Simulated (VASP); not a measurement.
BN: single point with PBE+D3(BJ)

Crystal: BN.

```
B N
1.0
     1.30117    0.75123    3.37293
    -1.30117    0.75123    3.37293
     0.00000   -1.50246    3.37293
B N
1 1
Direct
  0.99967 0.99967 0.99967
  0.33276 0.33276 0.33276
```

This cell differs from its parent crystal: strain +0.040 along x and y, +0.000 along z.

```yaml
Program: VASP 6.6.1
Task: single point
Functional: PBE
Dispersion: D3(BJ)
Potentials_or_basis: VASP PAW PBE potentials, release 64 (B, N)
Cutoff: 520 eV
k_mesh: 12 × 12 × 12
Occupations: gaussian, width 0.05 eV
Spin: no spin polarisation
Dipole_correction: no
Further_INCAR_settings: ALGO = Normal; EDIFF = 1e-06; NBANDS = 11
```

| Quantity | Value |
| --- | --- |
| Pressure | -22.6 GPa |
| Largest force | 0.005 eV/Å |
| Band gap on the k mesh | 4.05 eV, indirect (least direct gap 4.40 eV) |
| Dispersion energy per atom | -0.128 eV |

Forces in eV/Å, atoms in the order of the input:
```
B    0.000  0.000  0.005
N    0.000  0.000 -0.005
```

Stress tensor (GPa, compression positive):
```
-33.61   0.00   0.00
  0.00 -33.61   0.00
  0.00   0.00  -0.49
```

Levels at points of the mesh, in eV from the valence-band top:
```
           k point  band 1  band 2  band 3  band 4  band 5  band 6  band 7  band 8
(0.00, 0.00, 0.00)  -17.10   -3.55   -1.40   -1.40    5.09   10.74   10.74   11.82
(0.50, 0.00, 0.00)  -14.25   -8.47   -3.88   -0.47    5.02    8.80   12.51   14.59
(0.50, 0.50, 0.00)  -14.18   -8.34   -3.95   -1.07    4.05    8.70   13.65   16.83
(0.50, 0.50, 0.50)  -16.83   -5.58   -1.42   -1.42    9.64   10.33   10.66   10.66
```

Run time: 53 s on 1 thread of Intel(R) Xeon(R) Platinum 8259CL CPU @ 2.50GHz (Skylake/Cascade Lake), with other jobs on the host, peak memory 0.18 GiB.

Caveat: the cell differs from its parent crystal (strain +0.040 along x and y, +0.000 along z). A k mesh can miss the band edges.
